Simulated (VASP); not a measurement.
# HgTe (F-43m) in VASP: a series of runs

The runs below take HgTe through single point, with PBE.

All numbers are computed with VASP 6.6.1; they aren't measurements. Logs are shortened: lines on timing, memory, paths and dates and some standing lists are left out, and cuts for length are marked.

## Step 1: The cell of the first run

Symmetry: F-43m, No. 216, cubic system. The conventional cell has a = 6.629 Å, b = 6.629 Å, c = 6.629 Å, α = 90.00°, β = 90.00°, γ = 90.00°. Within 3.8 Å of Hg (site symmetry -43m) lie 4 Te at 2.87 Å. Te (site symmetry -43m) has 4 Hg at 2.87 Å within 3.8 Å.

## Step 2: Single point, PBE, non-collinear spin, zero start, spin-orbit coupling (36.41 Å³/atom)

INCAR reads:

```
SYSTEM = HgTe
PREC = Accurate
ENCUT = 520
EDIFF = 1E-6
ISMEAR = 0
SIGMA = 0.05
LREAL = .False.
LASPH = .True.
NELM = 150
ALGO = Normal
ISIF = 2
LWAVE = .False.
LCHARG = .True.
MAGMOM = 0 0 0 0 0 0
LORBIT = 11
LSORBIT = .True.
GGA_COMPAT = .False.
LORBMOM = .True.
GGA = PE
LVHAR = .True.
NBANDS = 30
```

KPOINTS reads:

```
regular mesh
0
Gamma
  10 10 10
  0 0 0
```

POSCAR reads:

```
HgTe
1.0
    0.0000000000      3.3145473740      3.3145473740
    3.3145473740      0.0000000000      3.3145473740
    3.3145473740      3.3145473740      0.0000000000
Hg Te
1 1
Direct
    0.0000000000      0.0000000000      0.0000000000
    0.2500000000      0.2500000000      0.2500000000
```

Potentials or basis: VASP PAW PBE potentials, release 64 (Hg, Te).

The run is started by

```bash
cat potpaw_PBE.64/Hg/POTCAR potpaw_PBE.64/Te/POTCAR > POTCAR
mpirun -np 1 vasp_ncl > vasp.out
```

OUTCAR:

```text
SYSTEM = HgTe
   PREC = Accurate
   ENCUT = 520
   EDIFF = 1E-6
   ISMEAR = 0
   LREAL = .False.
   LASPH = .True.
   NELM = 150
   ISIF = 2
   LORBIT = 11
   LSORBIT = .True.
   GGA = PE

 ion  position               nearest neighbor table
   1  0.000  0.000  0.000-   2 2.87   2 2.87   2 2.87   2 2.87
   2  0.250  0.250  0.250-   1 2.87   1 2.87   1 2.87   1 2.87

  LATTYP: Found a face centered cubic cell.
 ALAT       =     6.6290947480

  Lattice vectors:

 A1 = (   0.0000000000,   3.3145473740,   3.3145473740)
 A2 = (   3.3145473740,   0.0000000000,   3.3145473740)
 A3 = (   3.3145473740,   3.3145473740,   0.0000000000)

Analysis of symmetry for initial positions (statically):
=====================================================================
 Subroutine PRICEL returns:
 Original cell was already a primitive cell.

 Routine SETGRP: Setting up the symmetry group for a
 face centered cubic supercell.

 Subroutine GETGRP returns: Found 24 space group operations
 (whereof 24 operations were pure point group operations)
 out of a pool of 48 trial point group operations.

The static configuration has the point symmetry T_d .

Analysis of symmetry for dynamics (positions and initial velocities):
=====================================================================
 Subroutine PRICEL returns:
 Original cell was already a primitive cell.

 Routine SETGRP: Setting up the symmetry group for a
 face centered cubic supercell.

 Subroutine GETGRP returns: Found 24 space group operations
 (whereof 24 operations were pure point group operations)
 out of a pool of 48 trial point group operations.

The dynamic configuration has the point symmetry T_d .

Analysis of structural, dynamic, and magnetic symmetry:
=====================================================================
 Subroutine PRICEL returns:
 Original cell was already a primitive cell.

 Routine SETGRP: Setting up the symmetry group for a
 face centered cubic supercell.

 Subroutine GETGRP returns: Found 24 space group operations
 (whereof 24 operations were pure point group operations)
 out of a pool of 48 trial point group operations.

The overall configuration has the point symmetry T_d .

 Subroutine INISYM returns: Found 24 space group operations
 (whereof 24 operations are pure point group operations),
 and found     1 'primitive' translations

----------------------------------------------------------------------------------------

                                     Primitive cell

  volume of cell :      72.8287

  direct lattice vectors                    reciprocal lattice vectors
     0.000000000  3.314547374  3.314547374    -0.150850159  0.150850159  0.150850159
     3.314547374  0.000000000  3.314547374     0.150850159 -0.150850159  0.150850159
     3.314547374  3.314547374  0.000000000     0.150850159  0.150850159 -0.150850159

  length of vectors
     4.687477849  4.687477849  4.687477849     0.261280141  0.261280141  0.261280141

  position of ions in fractional coordinates (direct lattice)
     0.000000000  0.000000000  0.000000000
     0.250000000  0.250000000  0.250000000

  ion indices of the primitive-cell ions
   primitive index   ion index
                 1           1
                 2           2

----------------------------------------------------------------------------------------

 KPOINTS: regular mesh

Automatic generation of k-mesh.
 Grid dimensions read from file:
 generate k-points for:   10   10   10

 Generating k-lattice:

  Cartesian coordinates                     Fractional coordinates (reciprocal lattice)
    -0.015085016  0.015085016  0.015085016     0.100000000  0.000000000  0.000000000
     0.015085016 -0.015085016  0.015085016     0.000000000  0.100000000  0.000000000
     0.015085016  0.015085016 -0.015085016     0.000000000  0.000000000  0.100000000

  Length of vectors
     0.026128014  0.026128014  0.026128014

  Shift w.r.t. Gamma in fractional coordinates (k-lattice)
     0.000000000  0.000000000  0.000000000

 Subroutine IBZKPT returns following result:
 ===========================================

 Found     73 irreducible k-points:

 Following reciprocal coordinates:
            Coordinates               Weight
  0.000000  0.000000  0.000000      1.000000
  0.100000  0.000000  0.000000      4.000000
 -0.100000  0.000000  0.000000      4.000000
  0.200000  0.000000  0.000000      4.000000
 -0.200000  0.000000  0.000000      4.000000
  0.300000  0.000000  0.000000      4.000000
[... 16 lines left out ...]
  0.300000 -0.100000  0.000000     12.000000
 -0.200000  0.100000  0.000000     12.000000
 [... further k-points ...]
   k-points           NKPTS =     73   k-points in BZ     NKDIM =     73   number of bands    NBANDS=     30
[... 27 lines left out ...]
   PSTRESS=    0.0 pullay stress
   NELECT =      18.0000    total number of electrons
   NUPDOWN=      -1.0000    fix difference up-down
   EMIN   =  10.00;   EMAX   =-10.00  energy-range for DOS
   EFERMI =   0.00;   METHOD = LEGACY
   ISMEAR =     0;   SIGMA  =   0.05  broadening in eV -4-tet -1-fermi 0-gaus
   EFERMI_NEDOS =   21; number of points for ismear=-14 and -15
   IALGO  =     38    algorithm
   IMIX   =      4    mixing-type and parameters
     AMIX     =   0.40;   BMIX     =  1.00
     AMIX_MAG =   1.60;   BMIX_MAG =  1.00
  volume/ion in A,a.u.               =      36.41       245.74
  Fermi-wavevector in a.u.,A,eV,Ry     =   1.027381  1.941468 14.361103  1.055511
  Thomas-Fermi vector in A             =   2.161323
   LORBIT       =     11    0 simple, 1 ext, 2 COOP (PROOUT), +10 PAW based schemes
   GGA     = PE    functional components
   LHFCALC =     F    Hartree Fock is set to
   AEXX    =    0.0000 exact exchange contribution
   IVDW    =     0    specifies the selected vdW correction
   LEPSILON=     F    determine dielectric tensor
   LRPA    =     F    only Hartree local field effects (RPA)
 Gauss-broadening in eV      SIGMA  =   0.05
  energy-cutoff  :      520.00
  volume of cell :       72.83
 maximum number of plane-waves:      3968
   NGX = 17   NGY = 17   NGZ = 17

 number of electron      17.9999999 magnetization      -0.0000000     -0.0000000      0.0000000

 number of electron      17.9999999 magnetization       0.0000000     -0.0000000      0.0000000

 number of electron      17.9999999 magnetization      -0.0000000     -0.0000000     -0.0000000

 number of electron      17.9999999 magnetization       0.0000000      0.0000000      0.0000000

 Free energy of the ion-electron system (eV)
  ---------------------------------------------------
  ext. energy  EPLUGINS =         0.00000000
  ---------------------------------------------------
  free energy    TOTEN  =        -4.04525780 eV

  energy without entropy =       -4.04518945  energy(sigma->0) =       -4.04522363

 E-fermi :   2.5786     XC(G=0):  -8.4015

 val. band max:        2.5755242813   @ k =   0.0000   0.0000   0.0000
 cond. band min:       2.8547578744   @ k =  -0.1000   0.0000   0.0000
 fundamental gap:      0.2792335931
 Fermi energy:         2.5785847285

 k-point     1 :       0.0000    0.0000    0.0000
  band No.  band energies     occupation
      1      -9.1499      1.00000
      2      -9.1499      1.00000
      3      -5.4832      1.00000
      4      -5.4832      1.00000
      5      -5.4832      1.00000
      6      -5.4832      1.00000
[... 781 lines left out ...]
     29      10.5838      0.00000
     30      10.6902      0.00000

 [... further k-points ...]

------------------------ aborting loop because EDIFF is reached ----------------------------------------

  FORCE on cell =-STRESS in cart. coord.  units (eV):
  Direction    XX          YY          ZZ          XY          YZ          ZX
  --------------------------------------------------------------------------------------
  -------------------------------------------------------------------------------------
  Total        0.0834175      0.0834175      0.0834175     -0.0000000      0.0000000      0.0000000
  in kB        1.8351232      1.8351232      1.8351232     -0.0000000      0.0000000      0.0000000
  external PRESSURE =       1.8351232 kB  Pullay stress =       0.0000000 kB

 VOLUME and BASIS-vectors are now :
 -----------------------------------------------------------------------------
  energy-cutoff  :      520.00
  volume of cell :       72.83
      direct lattice vectors                 reciprocal lattice vectors
     0.000000000  3.314547374  3.314547374    -0.150850159  0.150850159  0.150850159
     3.314547374  0.000000000  3.314547374     0.150850159 -0.150850159  0.150850159
     3.314547374  3.314547374  0.000000000     0.150850159  0.150850159 -0.150850159

 POSITION                                       TOTAL-FORCE (eV/Angst)
 -----------------------------------------------------------------------------------
      0.00000      0.00000      0.00000        -0.000000     -0.000000     -0.000000
      1.65727      1.65727      1.65727         0.000000      0.000000      0.000000
 -----------------------------------------------------------------------------------
    total drift:                                0.000000      0.000000      0.000000

  FREE ENERGIE OF THE ION-ELECTRON SYSTEM (eV)
  ---------------------------------------------------
  free  energy   TOTEN  =        -4.0452578033 eV

  energy  without entropy=       -4.0451894487  energy(sigma->0) =       -4.04522363

 orbital moment (x)

 # of ion     p       d       tot
 ----------------------------------------
  1         0.000  -0.000  -0.000
  2        -0.000   0.000  -0.000
 ----------------------------------------
           -0.000  -0.000  -0.000

 orbital moment (y)

 # of ion     p       d       tot
 ----------------------------------------
  1        -0.000   0.000   0.000
  2        -0.000   0.000  -0.000
 ----------------------------------------
           -0.000   0.000   0.000

 orbital moment (z)

 # of ion     p       d       tot
 ----------------------------------------
  1         0.000   0.000   0.000
  2         0.000  -0.000  -0.000
 ----------------------------------------
            0.000  -0.000  -0.000

 Spin-Orbit-Coupling matrix elements

 Ion:    1  E_soc:     -0.5748482
 l=   1
     0.0000000    -0.0292482    -0.0292482
    -0.0292482     0.0000000    -0.0292482
    -0.0292482    -0.0292482     0.0000000
 l=   2
     0.0000000    -0.0131367     0.0000000    -0.0131367    -0.0534231
    -0.0131367     0.0000000    -0.0400673    -0.0131367    -0.0133558
     0.0000000    -0.0400673     0.0000000    -0.0400673     0.0000000
    -0.0131367    -0.0131367    -0.0400673     0.0000000    -0.0133558
    -0.0534231    -0.0133558     0.0000000    -0.0133558     0.0000000
 l=   3
     0.0000000     0.0000000     0.0000000     0.0000000     0.0000000     0.0000000     0.0000000
     0.0000000     0.0000000     0.0000000     0.0000000     0.0000000     0.0000000     0.0000000
     0.0000000     0.0000000     0.0000000     0.0000000     0.0000000     0.0000000     0.0000000
     0.0000000     0.0000000     0.0000000     0.0000000     0.0000000     0.0000000     0.0000000
     0.0000000     0.0000000     0.0000000     0.0000000     0.0000000     0.0000000     0.0000000
     0.0000000     0.0000000     0.0000000     0.0000000     0.0000000     0.0000000     0.0000000
     0.0000000     0.0000000     0.0000000     0.0000000     0.0000000     0.0000000     0.0000000

 Ion:    2  E_soc:     -0.2264759
 l=   1
     0.0000000    -0.0376261    -0.0376261
    -0.0376261     0.0000000    -0.0376261
    -0.0376261    -0.0376261     0.0000000
 l=   2
     0.0000000    -0.0000468     0.0000000    -0.0000468    -0.0000730
    -0.0000468     0.0000000    -0.0000548    -0.0000468    -0.0000183
     0.0000000    -0.0000548     0.0000000    -0.0000548     0.0000000
    -0.0000468    -0.0000468    -0.0000548     0.0000000    -0.0000183
    -0.0000730    -0.0000183     0.0000000    -0.0000183     0.0000000
 l=   3
     0.0000000     0.0000000     0.0000000     0.0000000     0.0000000     0.0000000     0.0000000
     0.0000000     0.0000000     0.0000000     0.0000000     0.0000000     0.0000000     0.0000000
     0.0000000     0.0000000     0.0000000     0.0000000     0.0000000     0.0000000     0.0000000
     0.0000000     0.0000000     0.0000000     0.0000000     0.0000000     0.0000000     0.0000000
     0.0000000     0.0000000     0.0000000     0.0000000     0.0000000     0.0000000     0.0000000
     0.0000000     0.0000000     0.0000000     0.0000000     0.0000000     0.0000000     0.0000000
     0.0000000     0.0000000     0.0000000     0.0000000     0.0000000     0.0000000     0.0000000

 total charge

# of ion       s       p       d       tot
------------------------------------------
    1        0.744   0.373   9.360  10.477
    2        1.375   1.941   0.027   3.343
--------------------------------------------------
tot          2.119   2.314   9.387  13.820

 magnetization (x)

# of ion       s       p       d       tot
------------------------------------------
    1       -0.000   0.000   0.000  -0.000
    2        0.000   0.000   0.000   0.000
--------------------------------------------------
tot         -0.000   0.000   0.000  -0.000

 magnetization (y)

# of ion       s       p       d       tot
------------------------------------------
    1        0.000   0.000   0.000   0.000
    2        0.000  -0.000  -0.000  -0.000
--------------------------------------------------
tot          0.000  -0.000   0.000   0.000

 magnetization (z)

# of ion       s       p       d       tot
------------------------------------------
    1        0.000   0.000   0.000   0.000
    2        0.000   0.000   0.000   0.000
--------------------------------------------------
tot          0.000   0.000   0.000   0.000
```

It took 4.1 min on 1 thread of Oxide Virtual Turin-like, shared host; peak memory 0.5 GiB.

What came out:

```
Free energy                                           : -4.0453 eV
Pressure                                              : 0.2 GPa
Net moment                                            : 0.00 μB per cell
Valence electrons inside the program's atomic spheres : Hg 10.48; Te 3.34
```

Moments on the atoms (μB; x, y, z):
```
Hg  0.00 0.00 0.00
Te  0.00 0.00 0.00
```

## Step 3: Single point, PBE, non-collinear spin, zero start, spin-orbit coupling

INCAR reads:

```
ALGO     = Normal         # electronic algorithm
EDIFF    = 1E-7           # SCF threshold, eV
ENCUT    = 520            # plane-wave cutoff, eV
GGA      = PE             # functional
GGA_COMPAT= False        
ISIF     = 2              # what is computed and relaxed
ISMEAR   = 0              # smearing method
LASPH    = True           # aspherical terms in the spheres
LCHARG   = True           # write CHGCAR
LORBIT   = 11             # projections on sites
LORBMOM  = True         
LREAL    = False          # projectors in reciprocal space
LSORBIT  = True           # spin-orbit coupling
LVHAR    = True         
LWAVE    = False          # write WAVECAR
MAGMOM   = 0 0 0 0 0 0    # initial moments
NBANDS   = 30             # bands
NELM     = 150            # most SCF steps
PREC     = Accurate       # precision mode
SIGMA    = 0.05           # smearing width, eV
```

KPOINTS reads:

```
k-points
0
Gamma
  10 10 10
```

POSCAR is that of step 2.

Potentials or basis: VASP PAW PBE potentials, release 64 (Hg, Te).

The run is started by

```bash
cat potpaw_PBE.64/Hg/POTCAR potpaw_PBE.64/Te/POTCAR > POTCAR
mpirun -np 1 vasp_ncl > vasp.out
```

Run time: 6.8 min. Hardware: 1 thread of Oxide Virtual Turin-like, shared host; peak memory 0.49 GiB.

The run converged. Its results:

| Item | Value |
| --- | --- |
| Free energy | -4.0453 eV |
| Pressure | 0.2 GPa |
| Net moment | 0.00 μB per cell |
| Valence electrons inside the program's atomic spheres | Hg 10.48; Te 3.34 |

Moments on the atoms (μB; x, y, z):
```
Hg  0.00 0.00 0.00
Te  0.00 0.00 0.00
```

[end of part 1 of 2]
